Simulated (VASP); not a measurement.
Set up this calculation in VASP 6.6.1, as the native input.

```
Task                   : single point
Functional             : PBE
Potentials or basis    : VASP PAW PBE potentials, release 64 (Pt)
Cutoff                 : 520 eV
k mesh                 : 18 × 18 × 12
Occupations            : gaussian, width 0.15 eV
Spin                   : no spin polarisation
Dipole correction      : no
Further INCAR settings : ALGO = Fast; EDIFF = 1e-07; NBANDS = 17
```

The structure of Pt lies in POSCAR:

```
Pt
1.0
    0.0000000000     -1.9579000000     -1.9579000000
    0.0000000000      1.9579000000     -1.9579000000
    3.9158000000      0.0000000000      0.0000000000
Pt
2
Direct
    0.5000000000      0.5000000000      0.5383063486
    0.0000000000      0.0000000000     -0.0383063486
```

This cell differs from its parent crystal: mode 6 (200.8 1/cm) frozen in, largest displacement +0.150 Å.

These files were run (other wordings do the same):

INCAR

```
PREC = Accurate ; ENCUT = 520
EDIFF = 1E-7 ; ISMEAR = 0
SIGMA = 0.15 ; LREAL = False
LASPH = True ; NELM = 80
ALGO = Fast ; ISIF = 2
LWAVE = False ; LCHARG = False
GGA = PE ; NBANDS = 17
```

KPOINTS

```
regular mesh
0
Gamma
  18 18 12
```

Potentials or basis: VASP PAW PBE potentials, release 64 (Pt).

Launch:

```sh
$ cat potpaw_PBE.64/Pt/POTCAR > POTCAR
$ mpirun -np 1 vasp_std > vasp.out
```

It gave:

- Pressure: 26.2 GPa
- Largest force: 4.545 eV/Å
- Band gap on the k mesh: zero (band 10 reaches 11.93 eV, above the bottom of band 11 at 9.99 eV)

Caveat: the cell differs from its parent crystal (mode 6 (200.8 1/cm) frozen in, largest displacement +0.150 Å); spin-orbit coupling is left out, which moves the levels of the heavy elements; forces of over 1 eV/Å act on the atoms, so gaps and moduli don't describe the material at rest.

Run time: 2 min on 1 thread of Intel(R) Xeon(R) Platinum 8375C CPU @ 2.90GHz (Ice Lake) (shared host), peak memory 0.27 GiB.
